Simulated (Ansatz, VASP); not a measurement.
## Si3N in VASP and in Ansatz

INCAR

```
SYSTEM = Si3N
PREC = Accurate
ENCUT = 520
EDIFF = 1E-6
ISMEAR = 0
SIGMA = 0.05
LREAL = .False.
LASPH = .True.
NELM = 80
ALGO = Normal
ISIF = 2
LWAVE = .False.
LCHARG = .True.
LDIPOL = .True.
IDIPOL = 3
DIPOL = 0.5 0.5 0.361
GGA = PE
IVDW = 12
LELF = .True.
LVHAR = .True.
LVACPOTAV = .True.
NBANDS = 27
```

KPOINTS

```
regular mesh
0
Gamma
  9 9 1
  0 0 0
```

File POSCAR:

```
Si3N
1.0
    3.8155170197      0.0000000000      0.0000000000
   -1.9077585099      3.3043346676      0.0000000000
    0.0000000000      0.0000000000     25.7913833664
Si N
6 2
Direct
    0.6666666667      0.3333333333      0.1550905565
    0.3333333333      0.6666666667      0.1859793801
    0.3333333333      0.6666666667      0.2774751471
    0.6666666667      0.3333333333      0.3070263804
    0.6666666667      0.3333333333      0.3997350368
    0.3333333333      0.6666666667      0.4261649408
    0.6666666667      1.3333333333      0.5463601221
    0.6666666667      1.3333333333      0.5890100252
```

Input for Ansatz:

```yaml
crystal:
  lattice:
    - [3.8155170197, 0.0, 0.0]
    - [-1.9077585099, 3.3043346676, 0.0]
    - [0.0, 0.0, 25.7913833664]
  atoms:
    - { symbol: Si, position: [0.6666666667, 0.3333333333, 0.1550905565] }
    - { symbol: Si, position: [0.3333333333, 0.6666666667, 0.1859793801] }
    - { symbol: Si, position: [0.3333333333, 0.6666666667, 0.2774751471] }
    - { symbol: Si, position: [0.6666666667, 0.3333333333, 0.3070263804] }
    - { symbol: Si, position: [0.6666666667, 0.3333333333, 0.3997350368] }
    - { symbol: Si, position: [0.3333333333, 0.6666666667, 0.4261649408] }
    - { symbol: "N", position: [0.6666666667, 1.3333333333, 0.5463601221] }
    - { symbol: "N", position: [0.6666666667, 1.3333333333, 0.5890100252] }
basis:
  ecutwfc: 420
kpoints:
  mp_grid: { grid: [9, 9, 1] }
hamiltonian:
  xc: pbe
  pseudopotentials: { kind: paw, azcp: { folder: soft_1 } }
  dispersion: d3bj
scf:
  occupations: { method: gaussian, width: 0.05 }
output:
  forces: true
  eigenvalues: true
efield:
  axis: 3
  dipole_correction: true
  ramp_width: 0.04
```

Alike in both runs: task single point; functional PBE; dispersion D3(BJ); k mesh 9 × 9 × 1; occupations gaussian, width 0.05 eV; no spin polarisation.

```csv
,VASP,Ansatz
version,VASP 6.6.1,Ansatz 0.2.0
potentials or method,"VASP PAW PBE potentials, release 64 (Si, N), cutoff 520 eV","scalar-relativistic, plane waves, PAW"
valence electrons in the cell,34,34
```

Ansatz gave:

| Item | Value |
| --- | --- |
| gap on the k mesh at the Fermi level (eV) | none |
| rms of the force components (eV/Å) | 0.200 |
| work function, face that differs most (eV) | 4.68 |

Task: Estimate VASP's values.

Result: gap on the k mesh at the Fermi level (eV): none; rms of the force components (eV/Å): 0.665; work function, face that differs most (eV): 4.69.

Atom by atom the forces differ by 0.520 eV/Å (rms over components). A gap of «none» marks a metal or a gap that the smearing closes. One of these differences is far larger than is usual between the two programs; its cause wasn't traced.

Noted on VASP's run: the standard files for N, O and F lose accuracy on very short bonds.
